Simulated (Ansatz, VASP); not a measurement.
# SnGe7 in VASP and in Ansatz

```
CELL_PARAMETERS angstrom
5.88083 0.00000 0.00000
0.00000 5.88083 0.00000
0.00000 0.00000 5.88083
ATOMIC_POSITIONS crystal
Sn 0.00000 0.00000 0.00000
Ge 0.25826 0.25826 0.25826
Ge 0.00000 0.50000 0.50000
Ge 0.50000 0.50000 0.00000
Ge 0.50000 0.00000 0.50000
Ge 0.74174 0.25826 0.74174
Ge 0.74174 0.74174 0.25826
Ge 0.25826 0.74174 0.74174
```

Alike in both runs: task single point; functional PBE; k mesh 4 × 4 × 4; occupations gaussian, width 0.2 eV; no spin polarisation.

|  | VASP | Ansatz |
| --- | --- | --- |
| version | VASP 6.6.1 | Ansatz 0.2.0 |
| potentials or method | VASP PAW PBE potentials, release 64 (Sn_d, Ge_d), cutoff 520 eV | scalar-relativistic, plane waves, PAW |
| valence electrons in the cell | 112 | 112 |

|  | VASP | Ansatz | Ansatz less VASP |
| --- | --- | --- | --- |
| gap on the k mesh at the Fermi level (eV) | none | none | - |
| pressure (GPa) | 0.1 | 0.1 | +0.04 |

A gap of «none» marks a metal or a gap that the smearing closes.
